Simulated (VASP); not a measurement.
# Os (P6_3/mmc) in VASP: a series of runs

The runs below take Os through single point, with r2SCAN.

Everything below comes from runs of VASP 6.6.1. Logs are shortened: lines on timing, memory, paths and dates and some standing lists are left out, and cuts for length are marked.

### 1 The cell of the first run

Symmetry: P6_3/mmc, No. 194, hexagonal system. The conventional cell has a = 2.746 Å, b = 2.746 Å, c = 4.326 Å, α = 90.00°, β = 90.00°, γ = 120.00°. Os (site symmetry -6m2) has 12 Os at 2.68 to 2.75 Å within 3.5 Å.

### 2 Single point, r2SCAN

The input, POSCAR:

```
Os
1.0
    2.7461342319      0.0000000000      0.0000000000
   -1.3730671160      2.3782220071      0.0000000000
    0.0000000000      0.0000000000      4.3263142200
Os
2
Direct
    0.3333333333      0.6666666667      0.2500000000
    0.6666666667      0.3333333333      0.7500000000
```

The input, INCAR.step1:

```
SYSTEM = Os
ALGO = Normal ; EDIFF = 1E-5
ENCUT = 660 ; GGA = PE
GGA_COMPAT = .FALSE. ; ISMEAR = -1
LASPH = .TRUE. ; LCHARG = .FALSE.
LREAL = .FALSE. ; LWAVE = .TRUE.
NBANDS = 15 ; NELM = 120
PREC = Accurate ; SIGMA = 0.05
```

The input, INCAR.step2:

```
SYSTEM = Os
ALGO = Normal ; EDIFF = 1E-6
ENCUT = 660 ; GGA_COMPAT = .FALSE.
ISIF = 2 ; ISMEAR = -1
ISTART = 1 ; LASPH = .TRUE.
LCHARG = .FALSE. ; LMIXTAU = .TRUE.
LREAL = .FALSE. ; LWAVE = .FALSE.
METAGGA = R2SCAN ; NBANDS = 15
NELM = 120 ; PREC = Accurate
SIGMA = 0.05
```

The input, KPOINTS:

```
k-points
0
G
  15 15 9
  0 0 0
```

Potentials or basis: VASP PAW PBE potentials, release 64 (Os).

The run is started by

```console
cat potpaw_PBE.64/Os/POTCAR > POTCAR
cp INCAR.step1 INCAR
mpirun -np 1 vasp_std > vasp.out
cp INCAR.step2 INCAR
mpirun -np 1 vasp_std > vasp.out
```

OUTCAR:

```text
SYSTEM = Os
   EDIFF = 1E-6
   ENCUT = 660
   ISIF = 2
   ISMEAR = -1
   ISTART = 1
   LASPH = .TRUE.
   LREAL = .FALSE.
   METAGGA = R2SCAN
   NELM = 120
   PREC = Accurate

 ion  position               nearest neighbor table
   1  0.333  0.667  0.250-   2 2.68   2 2.68   2 2.68   2 2.68   2 2.68   2 2.68
   2  0.667  0.333  0.750-   1 2.68   1 2.68   1 2.68   1 2.68   1 2.68   1 2.68

  LATTYP: Found a hexagonal cell.
 ALAT       =     2.7461342319
 C/A-ratio  =     1.5754197918

  Lattice vectors:

 A1 = (   2.7461342319,   0.0000000000,   0.0000000000)
 A2 = (  -1.3730671160,   2.3782220071,   0.0000000000)
 A3 = (   0.0000000000,   0.0000000000,   4.3263142200)

Analysis of symmetry for initial positions (statically):
=====================================================================
 Subroutine PRICEL returns:
 Original cell was already a primitive cell.

 Routine SETGRP: Setting up the symmetry group for a
 hexagonal supercell.

 Subroutine GETGRP returns: Found 24 space group operations
 (whereof 12 operations were pure point group operations)
 out of a pool of 24 trial point group operations.

The static configuration has the point symmetry D_3d.
 The point group associated with its full space group is D_6h.

Analysis of symmetry for dynamics (positions and initial velocities):
=====================================================================
 Subroutine PRICEL returns:
 Original cell was already a primitive cell.

 Routine SETGRP: Setting up the symmetry group for a
 hexagonal supercell.

 Subroutine GETGRP returns: Found 24 space group operations
 (whereof 12 operations were pure point group operations)
 out of a pool of 24 trial point group operations.

The dynamic configuration has the point symmetry D_3d.
 The point group associated with its full space group is D_6h.

 Subroutine INISYM returns: Found 24 space group operations
 (whereof 12 operations are pure point group operations),
 and found     1 'primitive' translations

----------------------------------------------------------------------------------------

                                     Primitive cell

  volume of cell :      28.2548

  direct lattice vectors                    reciprocal lattice vectors
     2.746134232  0.000000000  0.000000000     0.364148259  0.210241095  0.000000000
    -1.373067116  2.378222007  0.000000000     0.000000000  0.420482191  0.000000000
     0.000000000  0.000000000  4.326314220     0.000000000  0.000000000  0.231143636

  length of vectors
     2.746134232  2.746134232  4.326314220     0.420482191  0.420482191  0.231143636

  position of ions in fractional coordinates (direct lattice)
     0.333333333  0.666666667  0.250000000
     0.666666667  0.333333333  0.750000000

  ion indices of the primitive-cell ions
   primitive index   ion index
                 1           1
                 2           2

----------------------------------------------------------------------------------------

 KPOINTS: k-points

Automatic generation of k-mesh.
 Grid dimensions read from file:
 generate k-points for:   15   15    9

 Generating k-lattice:

  Cartesian coordinates                     Fractional coordinates (reciprocal lattice)
     0.024276551  0.014016073  0.000000000     0.066666667  0.000000000  0.000000000
     0.000000000  0.028032146  0.000000000     0.000000000  0.066666667  0.000000000
     0.000000000  0.000000000  0.025682626     0.000000000  0.000000000  0.111111111

  Length of vectors
     0.028032146  0.028032146  0.025682626

  Shift w.r.t. Gamma in fractional coordinates (k-lattice)
     0.000000000  0.000000000  0.000000000

 Subroutine IBZKPT returns following result:
 ===========================================

 Found    135 irreducible k-points:

 Following reciprocal coordinates:
            Coordinates               Weight
  0.000000  0.000000  0.000000      1.000000
  0.066667 -0.000000  0.000000      6.000000
  0.133333 -0.000000  0.000000      6.000000
  0.200000  0.000000  0.000000      6.000000
  0.266667 -0.000000  0.000000      6.000000
  0.333333  0.000000  0.000000      6.000000
[... 16 lines left out ...]
  0.333333  0.200000  0.000000     12.000000
  0.400000  0.200000  0.000000      6.000000
 [... further k-points ...]
   k-points           NKPTS =    135   k-points in BZ     NKDIM =    135   number of bands    NBANDS=     15
   number of dos      NEDOS =    301   number of ions     NIONS =      2
   total plane-waves  NPLWV =  20736
   dimension x,y,z NGX =    24 NGY =   24 NGZ =   36
   dimension x,y,z NGXF=    48 NGYF=   48 NGZF=   72
   ions per type =               2
   NGX,Y,Z   is equivalent  to a cutoff of  14.53, 14.53, 13.83 a.u.
   NGXF,Y,Z  is equivalent  to a cutoff of  29.06, 29.06, 27.67 a.u.
 SYSTEM =  Os
   PREC   = accura    normal or accurate (medium, high low for compatibility)
   ISTART =      1    job   : 0-new  1-cont  2-samecut
   ICHARG =      0    charge: 1-file 2-atom 10-const
   ISPIN  =      1    spin polarized calculation?
   LNONCOLLINEAR =      F non collinear calculations
   LSORBIT =      F    spin-orbit coupling
   LASPH  =      T    aspherical Exc in radial PAW
   ENCUT  =  660.0 eV  48.51 Ry    6.96 a.u.   5.75  5.75  9.06*2*pi/ulx,y,z
   NELM   =    120;   NELMIN=  2; NELMDL=  0     # of ELM steps
   EDIFF  = 0.1E-05   stopping-criterion for ELM
   LREAL  =      F    real-space projection
   EDIFFG = 0.1E-04   stopping-criterion for IOM
   NSW    =      0    number of steps for IOM
   IBRION =     -1    ionic relax: 0-MD 1-quasi-New 2-CG
   NFREE  =      0    steps in history (QN), initial steepest desc. (CG)
   ISIF   =      2    stress and relaxation
   ISYM   =      2    0-nonsym 1-usesym 2-fastsym
   POTIM  = 0.5000    time-step for ionic-motion
   TEBEG  =    0.0;   TEEND  =   0.0 temperature during run
   PSTRESS=    0.0 pullay stress
   NELECT =      16.0000    total number of electrons
   NUPDOWN=      -1.0000    fix difference up-down
   EMIN   =  10.00;   EMAX   =-10.00  energy-range for DOS
   EFERMI =   0.00;   METHOD = LEGACY
   ISMEAR =    -1;   SIGMA  =   0.05  broadening in eV -4-tet -1-fermi 0-gaus
   EFERMI_NEDOS =   21; number of points for ismear=-14 and -15
   IALGO  =     38    algorithm
   IMIX   =      4    mixing-type and parameters
     AMIX     =   0.40;   BMIX     =  1.00
     AMIX_MAG =   1.60;   BMIX_MAG =  1.00
  volume/ion in A,a.u.               =      14.13        95.34
  Fermi-wavevector in a.u.,A,eV,Ry     =   1.354412  2.559467 24.958956  1.834432
  Thomas-Fermi vector in A             =   2.481586
   LORBIT       =      0    0 simple, 1 ext, 2 COOP (PROOUT), +10 PAW based schemes
   METAGGA = R2SCAN    functional components
   LHFCALC =     F    Hartree Fock is set to
   AEXX    =    0.0000 exact exchange contribution
   IVDW    =     0    specifies the selected vdW correction
   LEPSILON=     F    determine dielectric tensor
   LRPA    =     F    only Hartree local field effects (RPA)
 non-spin polarized calculation
  energy-cutoff  :      660.00
  volume of cell :       28.25
 maximum number of plane-waves:      1102
 NGX is ok and might be reduce to    24
   NGX = 11   NGY = 11   NGZ = 19

 number of electron      16.0000001 magnetization

 Free energy of the ion-electron system (eV)
  ---------------------------------------------------
  ext. energy  EPLUGINS =         0.00000000
  ---------------------------------------------------
  free energy    TOTEN  =      -106.01527782 eV

  energy without entropy =     -106.00729188  energy(sigma->0) =     -106.01128485

 E-fermi :   9.1055     XC(G=0): -15.3256

 val. band max:        9.1045184693   @ k =   0.1333  -0.0000   0.3333
 cond. band min:       9.1438727313   @ k =   0.2667   0.0667   0.0000
 fundamental gap:      0.0393542621
 Fermi energy:         9.1055282004

 k-point     1 :       0.0000    0.0000    0.0000
  band No.  band energies     occupation
      1      -2.2294      2.00000
      2       1.0761      2.00000
      3       5.9824      2.00000
      4       5.9824      2.00000
      5       6.2819      2.00000
      6       6.8436      2.00000
      7       6.8436      2.00000
      8       7.4679      2.00000
      9       7.4679      2.00000
     10       9.1545      0.54627
     11      10.8368      0.00000
     12      10.8368      0.00000
     13      18.5947      0.00000
     14      23.8834      0.00000
     15      26.7218      0.00000

 k-point     2 :       0.0667   -0.0000    0.0000
  band No.  band energies     occupation
      1      -2.0433      2.00000
      2       1.2403      2.00000
      3       5.6057      2.00000
      4       6.1449      2.00000
      5       6.6030      2.00000
      6       6.7396      2.00000
      7       6.9949      2.00000
      8       7.2391      2.00000
      9       7.3377      2.00000
     10       8.3548      2.00000
     11      10.9266      0.00000
     12      11.9175      0.00000
     13      18.5793      0.00000
     14      24.2615      0.00000
     15      26.9604      0.00000

 k-point     3 :       0.1333   -0.0000    0.0000
  band No.  band energies     occupation
      1      -1.5071      2.00000
      2       1.6832      2.00000
      3       5.0722      2.00000
      4       6.3438      2.00000
      5       6.4222      2.00000
      6       6.6235      2.00000
      7       7.0076      2.00000
      8       7.1215      2.00000
      9       7.4383      2.00000
     10       7.6854      2.00000
     11      11.1413      0.00000
     12      13.6539      0.00000
     13      18.4995      0.00000
     14      25.2062      0.00000
     15      27.5106      0.00000
[... 343 lines left out ...]
 k-point    23 :       0.3333    0.2000    0.0000
  band No.  band energies     occupation
      1       2.5595      2.00000
      2       2.7227      2.00000
      3       2.9033      2.00000
      4       4.6730      2.00000
      5       5.2673      2.00000
      6       6.2237      2.00000
      7       7.2408      2.00000
      8      10.0467      0.00000
      9      11.2819      0.00000
     10      11.4188      0.00000
     11      13.6032      0.00000
     12      16.1469      0.00000
     13      18.2889      0.00000
     14      20.1819      0.00000
     15      22.8487      0.00000

 k-point    24 :       0.4000    0.2000    0.0000
  band No.  band energies     occupation
      1       2.4527      2.00000
      2       2.8049      2.00000
      3       2.8194      2.00000
      4       4.9734      2.00000
      5       5.3046      2.00000
      6       6.0757      2.00000
      7       7.4382      2.00000
      8      10.5934      0.00000
      9      11.2036      0.00000
     10      11.4137      0.00000
     11      14.3314      0.00000
     12      15.0657      0.00000
     13      17.7614      0.00000
     14      20.8958      0.00000
     15      23.4621      0.00000

 [... further k-points ...]

------------------------ aborting loop because EDIFF is reached ----------------------------------------

  FORCE on cell =-STRESS in cart. coord.  units (eV):
  Direction    XX          YY          ZZ          XY          YZ          ZX
  --------------------------------------------------------------------------------------
  -------------------------------------------------------------------------------------
  Total       -0.5102077     -0.5102077     -0.2358926      0.0000000     -0.0000000      0.0000000
  in kB      -28.9311284    -28.9311284    -13.3761958      0.0000000     -0.0000000      0.0000000
  external PRESSURE =     -23.7461509 kB  Pullay stress =       0.0000000 kB

 VOLUME and BASIS-vectors are now :
 -----------------------------------------------------------------------------
  energy-cutoff  :      660.00
  volume of cell :       28.25
      direct lattice vectors                 reciprocal lattice vectors
     2.746134232  0.000000000  0.000000000     0.364148259  0.210241095  0.000000000
    -1.373067116  2.378222007  0.000000000     0.000000000  0.420482191  0.000000000
     0.000000000  0.000000000  4.326314220     0.000000000  0.000000000  0.231143636

 POSITION                                       TOTAL-FORCE (eV/Angst)
 -----------------------------------------------------------------------------------
     -0.00000      1.58548      1.08158        -0.000000     -0.000000      0.000000
      1.37307      0.79274      3.24474         0.000000      0.000000      0.000000
 -----------------------------------------------------------------------------------
    total drift:                               -0.000000      0.000000     -0.000000

  FREE ENERGIE OF THE ION-ELECTRON SYSTEM (eV)
  ---------------------------------------------------
  free  energy   TOTEN  =      -106.0152778224 eV

  energy  without entropy=     -106.0072918763  energy(sigma->0) =     -106.01128485
```

Run time: 72 s. Hardware: 1 thread of Intel Xeon 6975P-C (Granite Rapids), shared host; peak memory 0.21 GiB.

Results:

- Free energy: -106.0153 eV
- Pressure: -2.4 GPa
- Band gap on the k mesh: zero (bands 8 and 9 overlap by 3.88 eV)

Caveat: the PAW data sets were made with another functional, which shifts forces and pressure a little; spin-orbit coupling is left out, which moves the levels of the heavy elements.

### 3 Single point, r2SCAN (14.41 Å³/atom)

This run uses another cell than the first one, of 14.41 Å³/atom.

The input, POSCAR:

```
Os
1.0
    2.7643210814      0.0000000000      0.0000000000
   -1.3821605407      2.3939722807      0.0000000000
    0.0000000000      0.0000000000      4.3549661425
Os
2
Direct
    0.3333333333      0.6666666667      0.2500000000
    0.6666666667      0.3333333333      0.7500000000
```

The input, INCAR.step1:

```
ALGO = Normal
EDIFF = 1E-5
ENCUT = 660
GGA = PE
GGA_COMPAT = False
ISMEAR = -1
LASPH = True
LCHARG = False
LREAL = False
LWAVE = True
NBANDS = 15
NELM = 120
PREC = Accurate
SIGMA = 0.05
```

The input, INCAR.step2:

```
ALGO = Normal
EDIFF = 1E-6
ENCUT = 660
GGA_COMPAT = False
ISIF = 2
ISMEAR = -1
ISTART = 1
LASPH = True
LCHARG = False
LMIXTAU = True
LREAL = False
LWAVE = False
METAGGA = R2SCAN
NBANDS = 15
NELM = 120
PREC = Accurate
SIGMA = 0.05
```

The input, KPOINTS:

```
k-points
0
Gamma
  15 15 9
```

Potentials or basis: VASP PAW PBE potentials, release 64 (Os).

The run is started by

```console
cat potpaw_PBE.64/Os/POTCAR > POTCAR
cp INCAR.step1 INCAR
mpirun -np 1 vasp_std > vasp.out
cp INCAR.step2 INCAR
mpirun -np 1 vasp_std > vasp.out
```

Run time: 72 s. Hardware: 1 thread of Intel Xeon 6975P-C (Granite Rapids), shared host; peak memory 0.21 GiB.

The run converged. Its results:

```yaml
Free_energy: -105.9925 eV
Pressure: -10.4 GPa
Band_gap_on_the_k_mesh: zero (bands 8 and 9 overlap by 3.76 eV)
```

Stress tensor (GPa, compression positive):
```
-10.67   0.00   0.00
  0.00 -10.67   0.00
  0.00   0.00  -9.79
```

Levels at points of the mesh, in eV from the Fermi level:
| k point | band 5 | band 6 | band 7 | band 8 | band 9 | band 10 | band 11 | band 12 |
| --- | --- | --- | --- | --- | --- | --- | --- | --- |
| (0.00, 0.00, 0.00) | -2.74 | -2.20 | -2.20 | -1.59 | -1.59 | 0.05 | 1.68 | 1.68 |

Caveat: the cell stands under tension; the PAW data sets were made with another functional, which shifts forces and pressure a little; spin-orbit coupling is left out, which moves the levels of the heavy elements.

### 4 Single point, r2SCAN (14.69 Å³/atom)

This run uses another cell than the first one, of 14.69 Å³/atom.

The input, POSCAR:

```
Os
1.0
    2.7822717212      0.0000000000      0.0000000000
   -1.3911358606      2.4095179908      0.0000000000
    0.0000000000      0.0000000000      4.3832459359
Os
2
Direct
    0.3333333333      0.6666666667      0.2500000000
    0.6666666667      0.3333333333      0.7500000000
```

The input, INCAR.step1:

```
SYSTEM = Os
ALGO = Normal
EDIFF = 1E-5
ENCUT = 660
GGA = PE
GGA_COMPAT = .False.
ISMEAR = -1
LASPH = .True.
LCHARG = .False.
LREAL = .False.
LWAVE = .True.
NBANDS = 15
NELM = 120
PREC = Accurate
SIGMA = 0.05
```

The input, INCAR.step2:

```
SYSTEM = Os
ALGO = Normal
EDIFF = 1E-6
ENCUT = 660
GGA_COMPAT = .False.
ISIF = 2
ISMEAR = -1
ISTART = 1
LASPH = .True.
LCHARG = .False.
LMIXTAU = .True.
LREAL = .False.
LWAVE = .False.
METAGGA = R2SCAN
NBANDS = 15
NELM = 120
PREC = Accurate
SIGMA = 0.05
```

The input, KPOINTS:

```
k-points
0
Gamma
  15 15 9
  0 0 0
```

The run is started by

```console
cat potpaw_PBE.64/Os/POTCAR > POTCAR
cp INCAR.step1 INCAR
mpirun -np 1 vasp_std > vasp.out
cp INCAR.step2 INCAR
mpirun -np 1 vasp_std > vasp.out
```

Wall time 77 s (1 thread of Intel Xeon 6975P-C (Granite Rapids), shared host); peak memory 0.22 GiB.

It converged, with:

```yaml
Free_energy: -105.9430 eV
Pressure: -17.5 GPa
Band_gap_on_the_k_mesh: zero (bands 8 and 9 overlap by 3.64 eV)
```

Stress tensor (GPa, compression positive):
```
-17.56   0.00   0.00
  0.00 -17.56   0.00
  0.00   0.00 -17.29
```

Levels at points of the mesh, in eV from the Fermi level:
| k point | band 5 | band 6 | band 7 | band 8 | band 9 | band 10 | band 11 | band 12 |
| --- | --- | --- | --- | --- | --- | --- | --- | --- |
| (0.00, 0.00, 0.00) | -2.66 | -2.13 | -2.13 | -1.55 | -1.55 | 0.06 | 1.63 | 1.63 |

Caveat: the cell stands under tension; the PAW data sets were made with another functional, which shifts forces and pressure a little; spin-orbit coupling is left out, which moves the levels of the heavy elements.

### 5 Overview

```csv
cell,gap on the mesh (eV),pressure (GPa)
"a = 2.746, b = 2.746, c = 4.326 Å, angles 90.0, 90.0, 120.0°, 2 atoms",none,-2.4
"a = 2.764, b = 2.764, c = 4.355 Å, angles 90.0, 90.0, 120.0°, 2 atoms",none,-10.4
"a = 2.782, b = 2.782, c = 4.383 Å, angles 90.0, 90.0, 120.0°, 2 atoms",none,-17.5
```

Alike in all rows: task single point; level r2SCAN; potentials or basis VASP PAW PBE potentials, release 64 (Os); no spin polarisation; k mesh 15 × 15 × 9; cutoff (eV) 660; smearing fermi-dirac 0.05 eV.

Caveats: the PAW data sets were made with another functional, which shifts forces and pressure a little; spin-orbit coupling is left out, which moves the levels of the heavy elements; the cell stands under tension (at least some runs).

Total energies depend on the potentials used, so only differences within one code and one set of settings carry meaning.
